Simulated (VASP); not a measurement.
# AlN (F-43m) in VASP: a series of runs

AlN is run at these levels: PBE; tasks: single point.

Everything below comes from runs of VASP 6.6.1. Logs are shortened: lines on timing, memory, paths and dates and some standing lists are left out, and cuts for length are marked.

## (1) The cell of the first run

It takes space group F-43m (No. 216, cubic). Conventional cell: a = 4.403 Å, b = 4.403 Å, c = 4.403 Å, α = 90.00°, β = 90.00°, γ = 90.00°. Al (site symmetry -43m) has 4 N at 1.91 Å within 2.5 Å. N (site symmetry -43m) has 4 Al at 1.91 Å within 2.5 Å.

## (2) Single point, PBE

File INCAR:

```
SYSTEM = AlN
PREC = Accurate
ENCUT = 520
EDIFF = 1E-7
ISMEAR = 0
SIGMA = 0.02
LREAL = .False.
LASPH = .True.
NELM = 80
ALGO = Normal
ISIF = 2
LWAVE = .False.
LCHARG = .False.
GGA = PE
NBANDS = 11
```

File KPOINTS:

```
Automatic mesh
0
Gamma
  10 10 10
  0 0 0
```

File POSCAR:

```
AlN
1.0
    0.0000000000      2.2015682416      2.2015682416
    2.2015682416      0.0000000000      2.2015682416
    2.2015682416      2.2015682416      0.0000000000
Al N
1 1
Direct
    0.0000000000      0.0000000000      0.0000000000
    0.7500000000      0.7500000000      0.7500000000
```

Potentials or basis: VASP PAW PBE potentials, release 64 (Al, N).

The run is started by

```
cat potpaw_PBE.64/Al/POTCAR potpaw_PBE.64/N/POTCAR > POTCAR
mpirun -np 1 vasp_std > vasp.out
```

OUTCAR:

```text
SYSTEM = AlN
   PREC = Accurate
   ENCUT = 520
   EDIFF = 1E-7
   ISMEAR = 0
   LREAL = .False.
   LASPH = .True.
   NELM = 80
   ISIF = 2
   GGA = PE

 ion  position               nearest neighbor table
   1  0.000  0.000  0.000-   2 1.91   2 1.91   2 1.91   2 1.91
   2  0.750  0.750  0.750-   1 1.91   1 1.91   1 1.91   1 1.91

  LATTYP: Found a face centered cubic cell.
 ALAT       =     4.4031364832

  Lattice vectors:

 A1 = (   0.0000000000,   2.2015682416,   2.2015682416)
 A2 = (   2.2015682416,   0.0000000000,   2.2015682416)
 A3 = (   2.2015682416,   2.2015682416,   0.0000000000)

Analysis of symmetry for initial positions (statically):
=====================================================================
 Subroutine PRICEL returns:
 Original cell was already a primitive cell.

 Routine SETGRP: Setting up the symmetry group for a
 face centered cubic supercell.

 Subroutine GETGRP returns: Found 24 space group operations
 (whereof 24 operations were pure point group operations)
 out of a pool of 48 trial point group operations.

The static configuration has the point symmetry T_d .

Analysis of symmetry for dynamics (positions and initial velocities):
=====================================================================
 Subroutine PRICEL returns:
 Original cell was already a primitive cell.

 Routine SETGRP: Setting up the symmetry group for a
 face centered cubic supercell.

 Subroutine GETGRP returns: Found 24 space group operations
 (whereof 24 operations were pure point group operations)
 out of a pool of 48 trial point group operations.

The dynamic configuration has the point symmetry T_d .

 Subroutine INISYM returns: Found 24 space group operations
 (whereof 24 operations are pure point group operations),
 and found     1 'primitive' translations

----------------------------------------------------------------------------------------

                                     Primitive cell

  volume of cell :      21.3416

  direct lattice vectors                    reciprocal lattice vectors
     0.000000000  2.201568242  2.201568242    -0.227110834  0.227110834  0.227110834
     2.201568242  0.000000000  2.201568242     0.227110834 -0.227110834  0.227110834
     2.201568242  2.201568242  0.000000000     0.227110834  0.227110834 -0.227110834

  length of vectors
     3.113487666  3.113487666  3.113487666     0.393367504  0.393367504  0.393367504

  position of ions in fractional coordinates (direct lattice)
     0.000000000  0.000000000  0.000000000
     0.750000000  0.750000000  0.750000000

  ion indices of the primitive-cell ions
[... 79 lines left out ...]
   IBRION =     -1    ionic relax: 0-MD 1-quasi-New 2-CG
   NFREE  =      0    steps in history (QN), initial steepest desc. (CG)
   ISIF   =      2    stress and relaxation
   ISYM   =      2    0-nonsym 1-usesym 2-fastsym
   POTIM  = 0.5000    time-step for ionic-motion
   TEBEG  =    0.0;   TEEND  =   0.0 temperature during run
   PSTRESS=    0.0 pullay stress
   NELECT =       8.0000    total number of electrons
   NUPDOWN=      -1.0000    fix difference up-down
   EMIN   =  10.00;   EMAX   =-10.00  energy-range for DOS
   EFERMI =   0.00;   METHOD = LEGACY
   ISMEAR =     0;   SIGMA  =   0.02  broadening in eV -4-tet -1-fermi 0-gaus
   EFERMI_NEDOS =   21; number of points for ismear=-14 and -15
   IALGO  =     38    algorithm
   IMIX   =      4    mixing-type and parameters
     AMIX     =   0.40;   BMIX     =  1.00
     AMIX_MAG =   1.60;   BMIX_MAG =  1.00
  volume/ion in A,a.u.               =      10.67        72.01
  Fermi-wavevector in a.u.,A,eV,Ry     =   1.180400  2.230633 18.957611  1.393345
  Thomas-Fermi vector in A             =   2.316693
   LORBIT       =      0    0 simple, 1 ext, 2 COOP (PROOUT), +10 PAW based schemes
   GGA     = PE    functional components
   LHFCALC =     F    Hartree Fock is set to
   AEXX    =    0.0000 exact exchange contribution
   IVDW    =     0    specifies the selected vdW correction
   LEPSILON=     F    determine dielectric tensor
   LRPA    =     F    only Hartree local field effects (RPA)
 non-spin polarized calculation
 Gauss-broadening in eV      SIGMA  =   0.02
  energy-cutoff  :      520.00
  volume of cell :       21.34
 maximum number of plane-waves:       589
   NGX = 11   NGY = 11   NGZ = 11

 number of electron       8.0000001 magnetization

 Free energy of the ion-electron system (eV)
  ---------------------------------------------------
  ext. energy  EPLUGINS =         0.00000000
  ---------------------------------------------------
  free energy    TOTEN  =       -14.84742550 eV

  energy without entropy =      -14.84742550  energy(sigma->0) =      -14.84742550

 E-fermi :   5.9294     XC(G=0): -10.8292

 val. band max:        5.7451082520   @ k =   0.0000   0.0000   0.0000
 cond. band min:       9.0503344976   @ k =   0.5000   0.5000   0.0000
 fundamental gap:      3.3052262456
 Fermi energy:         5.9294341365

 k-point     1 :       0.0000    0.0000    0.0000
  band No.  band energies     occupation
      1      -9.0975      2.00000
      2       5.7451      2.00000
      3       5.7451      2.00000
      4       5.7451      2.00000
      5       9.7298      0.00000
      6      18.0693      0.00000
      7      18.0693      0.00000
      8      18.0693      0.00000
      9      23.2420      0.00000
     10      23.2420      0.00000
     11      24.5976      0.00000
[... 309 lines left out ...]
 k-point    24 :       0.4000    0.3000    0.0000
  band No.  band energies     occupation
      1      -7.1555      2.00000
      2       1.6453      2.00000
      3       4.0695      2.00000
      4       4.3625      2.00000
      5      10.6071      0.00000
      6      15.1176      0.00000
      7      17.7155      0.00000
      8      20.0704      0.00000
      9      20.5618      0.00000
     10      26.7832      0.00000
     11      28.8943      0.00000

 [... further k-points ...]
[... 5 lines left out ...]
  --------------------------------------------------------------------------------------
  -------------------------------------------------------------------------------------
  Total       -0.0353598     -0.0353598     -0.0353598      0.0000000     -0.0000000      0.0000000
  in kB       -2.6545671     -2.6545671     -2.6545671      0.0000000     -0.0000000      0.0000000
  external PRESSURE =      -2.6545671 kB  Pullay stress =       0.0000000 kB

 VOLUME and BASIS-vectors are now :
 -----------------------------------------------------------------------------
  energy-cutoff  :      520.00
  volume of cell :       21.34
      direct lattice vectors                 reciprocal lattice vectors
     0.000000000  2.201568242  2.201568242    -0.227110834  0.227110834  0.227110834
     2.201568242  0.000000000  2.201568242     0.227110834 -0.227110834  0.227110834
     2.201568242  2.201568242  0.000000000     0.227110834  0.227110834 -0.227110834

 POSITION                                       TOTAL-FORCE (eV/Angst)
 -----------------------------------------------------------------------------------
      0.00000      0.00000      0.00000        -0.000000     -0.000000     -0.000000
      3.30235      3.30235      3.30235         0.000000      0.000000      0.000000
 -----------------------------------------------------------------------------------
    total drift:                               -0.000000     -0.000000     -0.000000

  FREE ENERGIE OF THE ION-ELECTRON SYSTEM (eV)
  ---------------------------------------------------
  free  energy   TOTEN  =       -14.8474254983 eV

  energy  without entropy=      -14.8474254983  energy(sigma->0) =      -14.84742550
```

OSZICAR:

```text
N       E                     dE             d eps       ncg     rms          rms(c)
DAV:   1     0.118174711527E+02    0.11817E+02   -0.38629E+03  1066   0.603E+02
DAV:   2    -0.161961441720E+02   -0.28014E+02   -0.26669E+02  1247   0.138E+02
DAV:   3    -0.171779002356E+02   -0.98176E+00   -0.98034E+00  1271   0.245E+01
DAV:   4    -0.171830573242E+02   -0.51571E-02   -0.51567E-02  1189   0.193E+00
DAV:   5    -0.171831206743E+02   -0.63350E-04   -0.63350E-04  1253   0.205E-01    0.851E+00
DAV:   6    -0.148559959682E+02    0.23271E+01   -0.11948E+01  1212   0.172E+01    0.280E+00
DAV:   7    -0.148539758851E+02    0.20201E-02   -0.15901E-01  1154   0.318E+00    0.203E+00
DAV:   8    -0.148488570535E+02    0.51188E-02   -0.29169E-02  1124   0.161E+00    0.590E-01
DAV:   9    -0.148473677634E+02    0.14893E-02   -0.42370E-03  1244   0.386E-01    0.234E-01
DAV:  10    -0.148474146140E+02   -0.46851E-04   -0.44463E-04  1130   0.136E-01    0.169E-02
DAV:  11    -0.148474257097E+02   -0.11096E-04   -0.11628E-05  1226   0.254E-02    0.168E-02
DAV:  12    -0.148474255191E+02    0.19064E-06   -0.63474E-07  1163   0.575E-03    0.155E-03
DAV:  13    -0.148474254983E+02    0.20841E-07   -0.13411E-07   730   0.190E-03
   1 F= -.14847425E+02 E0= -.14847425E+02  d E =-.436978E-41
```

stdout:

```text
POSCAR found type information on POSCAR AlN
 POSCAR found :  2 types and       2 ions
 scaLAPACK will be used
 LDA part: xc-table for (Slater+PW92), standard interpolation
 POSCAR, INCAR and KPOINTS ok, starting setup
 FFT: planning ... GRIDC
 FFT: planning ... GRID_SOFT
 FFT: planning ... GRID
 WAVECAR not read
 entering main loop
```

It took 8.8 s on 1 thread of Intel Xeon Platinum 8488C (Sapphire Rapids), shared host; peak memory 0.13 GiB.

Results:

```
Free energy            : -14.8474 eV
Pressure               : -0.3 GPa
Band gap on the k mesh : 3.31 eV, indirect (least direct gap 3.98 eV)
```

A k mesh can miss the band edges. PBE gaps usually lie below the measured ones, often by a third to a half.

## (3) Single point, PBE

This run uses another cell than the first one: it holds 4 atoms, not 2.

File INCAR:

```
ALGO = Normal ; EDIFF = 1E-6
ENCUT = 520 ; GGA = PE
ISIF = 2 ; ISMEAR = 0
LASPH = T ; LCHARG = F
LREAL = F ; LWAVE = F
NBANDS = 16 ; NELM = 100
PREC = Accurate ; SIGMA = 0.05
```

File KPOINTS:

```
k-points
0
Gamma
  6 6 6
```

File POSCAR:

```
AlN
1.0
    0.0000000000     -2.2015682416     -2.2015682416
   -2.2015682416      0.0000000000     -2.2015682416
    2.2015682416      2.2015682416     -4.4031364832
Al N
2 2
Direct
    0.0000000000      0.0000000000      0.0000000000
    0.5000000000      0.5000000000      0.5000000000
    0.3750000000      0.3750000000      0.8750000000
    0.8750000000      0.8750000000      0.3750000000
```

Potentials or basis: VASP PAW PBE potentials, release 64 (Al, N).

The run is started by

```
cat potpaw_PBE.64/Al/POTCAR potpaw_PBE.64/N/POTCAR > POTCAR
mpirun -np 1 vasp_std > vasp.out
```

It took 14 s on 1 thread of Intel Xeon Platinum 8488C (Sapphire Rapids), shared host; peak memory 0.15 GiB.

Results (log left out):

| Quantity | Value |
| --- | --- |
| Free energy | -29.6931 eV |
| Pressure | -0.3 GPa |
| Band gap on the k mesh | 3.30 eV |

Levels at points of the mesh, in eV from the valence-band top:
```tsv
k point	band 6	band 7	band 8	band 9	band 10	band 11
(0.00, 0.00, 0.00)	0.00	0.00	0.00	3.98	7.16	9.70
(0.50, 0.00, 0.00)	-2.30	-1.18	-1.18	5.82	5.82	9.79
(0.50, 0.50, 0.00)	-1.75	-0.48	-0.48	3.30	7.16	8.47
(0.00, 0.00, 0.50)	-0.25	-0.25	-0.25	6.25	6.25	10.75
```

A k mesh can miss the band edges. PBE gaps usually lie below the measured ones, often by a third to a half.
